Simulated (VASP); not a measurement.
# MgB2 (P6/mmm) in VASP: further runs, part 2 of 2

VASP 6.6.1.

### 5 Single point, PBE+D4

This run uses another cell than the first one, of 9.34 Å³/atom, 0.994 times its volume.

The input, INCAR:

```
SYSTEM = MgB2
PREC = Accurate ; ENCUT = 520
EDIFF = 1E-7 ; ISMEAR = -1
SIGMA = 0.05 ; LREAL = .FALSE.
LASPH = .TRUE. ; NELM = 100
ALGO = Normal ; ISIF = 2
LWAVE = .FALSE. ; LCHARG = .TRUE.
GGA = PE ; IVDW = 13
LELF = .TRUE. ; LVHAR = .TRUE.
NBANDS = 11
```

The input, KPOINTS:

```
Automatic mesh
0
G
  10 10 8
  0 0 0
```

The input, POSCAR:

```
MgB2
1.0
    3.0611433156      0.0000000000      0.0000000000
   -1.5305716578      2.6510278760      0.0000000000
    0.0000000000      0.0000000000      3.4528715273
Mg B
1 2
Direct
    0.0000000000      0.0000000000      0.0000000000
    0.6666666667      0.3333333333      0.5000000000
    0.3333333333      0.6666666667      0.5000000000
```

Launch:

```console
$ cat potpaw_PBE.64/Mg/POTCAR potpaw_PBE.64/B/POTCAR > POTCAR
$ mpirun -np 1 vasp_std > vasp.out
```

Wall time 34 s (1 thread of Intel Xeon 8259CL, shared host); peak memory 0.16 GiB.

The run converged. Its results:

| Item | Value |
| --- | --- |
| Free energy | -15.9910 eV |
| Pressure | -0.3 GPa |
| Band gap on the k mesh | zero (band 4 reaches 6.72 eV, above the bottom of band 5 at 4.11 eV) |
| Dispersion energy per atom | -0.226 eV |

Stress tensor (GPa, compression positive):
```
-0.22  0.00  0.00
 0.00 -0.22  0.00
 0.00  0.00 -0.41
```

Levels at points of the mesh, in eV from the Fermi level:
| k point | band 2 | band 3 | band 4 | band 5 | band 6 | band 7 |
| --- | --- | --- | --- | --- | --- | --- |
| (0.00, 0.00, 0.00) | -2.93 | 0.28 | 0.28 | 1.89 | 6.28 | 6.28 |
| (0.50, 0.00, 0.00) | -8.03 | -2.30 | 0.23 | 3.18 | 3.82 | 5.61 |
| (0.00, 0.00, 0.50) | -7.61 | 0.70 | 0.70 | 6.62 | 6.62 | 7.96 |
| (0.50, 0.00, 0.50) | -7.06 | -3.72 | -1.98 | -1.38 | 5.80 | 8.97 |

Caveat: pairwise dispersion overbinds metals, which lowers pressure and volume.

### 6 Single point, PBE

This run uses another cell than the first one, of 9.68 Å³/atom, 1.031 times its volume.

The input, INCAR:

```
ALGO = Normal ; EDIFF = 1E-6
ENCUT = 520 ; GGA = PE
ISIF = 2 ; ISMEAR = 0
LASPH = T ; LCHARG = F
LREAL = F ; LWAVE = F
NBANDS = 11 ; NELM = 60
PREC = Accurate ; SIGMA = 0.028000000000000004
```

The input, KPOINTS:

```
k-points
0
Gamma
  10 10 8
```

The input, POSCAR:

```
MgB2
1.0
    3.0850000000      0.0000000000      0.0000000000
   -1.5425000000      2.6716883707      0.0000000000
    0.0000000000      0.0000000000      3.5230000000
Mg B
1 2
Direct
    0.0000000000      0.0000000000      0.0000000000
    0.6666666667      0.3333333333      0.5000000000
    0.3333333333      0.6666666667      0.5000000000
```

Potentials or basis: VASP PAW PBE potentials, release 64 (Mg, B).

Launch:

```console
$ cat potpaw_PBE.64/Mg/POTCAR potpaw_PBE.64/B/POTCAR > POTCAR
$ mpirun -np 1 vasp_std > vasp.out
```

OUTCAR:

```text
EDIFF = 1E-6
   ENCUT = 520
   GGA = PE
   ISIF = 2
   ISMEAR = 0
   LASPH = T
   LREAL = F
   NELM = 60
   PREC = Accurate

 ion  position               nearest neighbor table
   1  0.000  0.000  0.000-   2 2.51   3 2.51   2 2.51   3 2.51   2 2.51   2 2.51   3 2.51   3 2.51
                             2 2.51   2 2.51   3 2.51   3 2.51
   2  0.667  0.333  0.500-   3 1.78   3 1.78   3 1.78   1 2.51   1 2.51   1 2.51   1 2.51   1 2.51
                             1 2.51
   3  0.333  0.667  0.500-   2 1.78   2 1.78   2 1.78   1 2.51   1 2.51   1 2.51   1 2.51   1 2.51
                             1 2.51

[... 529 lines left out ...]

 [... further k-points ...]
[... 5 lines left out ...]
  --------------------------------------------------------------------------------------
  -------------------------------------------------------------------------------------
  Total       -0.1586082     -0.1586082     -0.2959749     -0.0000000      0.0000000      0.0000000
  in kB       -8.7515003     -8.7515003    -16.3309673     -0.0000000      0.0000000      0.0000000
  external PRESSURE =     -11.2779893 kB  Pullay stress =       0.0000000 kB

 VOLUME and BASIS-vectors are now :
 -----------------------------------------------------------------------------
  energy-cutoff  :      520.00
  volume of cell :       29.04
      direct lattice vectors                 reciprocal lattice vectors
     3.085000000  0.000000000  0.000000000     0.324149109  0.187147575  0.000000000
    -1.542500000  2.671688371  0.000000000     0.000000000  0.374295150  0.000000000
     0.000000000  0.000000000  3.523000000     0.000000000  0.000000000  0.283848992

 POSITION                                       TOTAL-FORCE (eV/Angst)
 -----------------------------------------------------------------------------------
      0.00000      0.00000      0.00000        -0.000000     -0.000000      0.000000
      1.54250      0.89056      1.76150         0.000000     -0.000000     -0.000000
     -0.00000      1.78113      1.76150        -0.000000      0.000000      0.000000
 -----------------------------------------------------------------------------------
    total drift:                                0.000000     -0.000000      0.000000

  FREE ENERGIE OF THE ION-ELECTRON SYSTEM (eV)
  ---------------------------------------------------
  free  energy   TOTEN  =       -15.3205728875 eV

  energy  without entropy=      -15.3202005093  energy(sigma->0) =      -15.32038670
```

It took 37 s on 1 thread of Intel Xeon 8259CL, shared host; peak memory 0.15 GiB.

What came out:

- Free energy: -15.3206 eV
- Pressure: -1.1 GPa
- Band gap on the k mesh: zero (band 4 reaches 6.39 eV, above the bottom of band 5 at 3.94 eV)

Stress tensor (GPa, compression positive):
```
-0.88  0.00  0.00
 0.00 -0.88  0.00
 0.00  0.00 -1.63
```

### 7 Overview

```tsv
level	potentials or basis	cell	cutoff (eV)	smearing	second run	gap on the mesh (eV)	pressure (GPa)
r2SCAN+D3(BJ)	VASP PAW PBE potentials, release 64 (Mg_sv, B)	a = 3.061, b = 3.061, c = 3.472 Å, angles 90.0, 90.0, 120.0°, 3 atoms	660	fermi-dirac 0.05 eV	valence_matched	none	0.0
r2SCAN	VASP PAW PBE potentials, release 64 (Mg_sv, B)	a = 3.043, b = 3.043, c = 3.475 Å, angles 90.0, 90.0, 120.0°, 3 atoms	660	fermi-dirac 0.05 eV	valence_matched	none	4.5
PBE+D3(BJ)	VASP PAW PBE potentials, release 64 (Mg, B)	a = 3.054, b = 3.054, c = 3.453 Å, angles 90.0, 90.0, 120.0°, 3 atoms	520	fermi-dirac 0.05 eV	-	none	-0.3
PBE+D4	VASP PAW PBE potentials, release 64 (Mg, B)	a = 3.061, b = 3.061, c = 3.453 Å, angles 90.0, 90.0, 120.0°, 3 atoms	520	fermi-dirac 0.05 eV	-	none	-0.3
PBE	VASP PAW PBE potentials, release 64 (Mg, B)	a = 3.085, b = 3.085, c = 3.523 Å, angles 90.0, 90.0, 120.0°, 3 atoms	520	gaussian 0.028 eV	-	none	-1.1
```

Alike in all rows: task single point; no spin polarisation; k mesh 10 × 10 × 8.

Caveats: pairwise dispersion overbinds metals, which lowers pressure and volume (some runs); the PAW data sets were made with another functional, which shifts forces and pressure a little (some runs).

Total energies depend on the potentials used, so only differences within one code and one set of settings carry meaning.
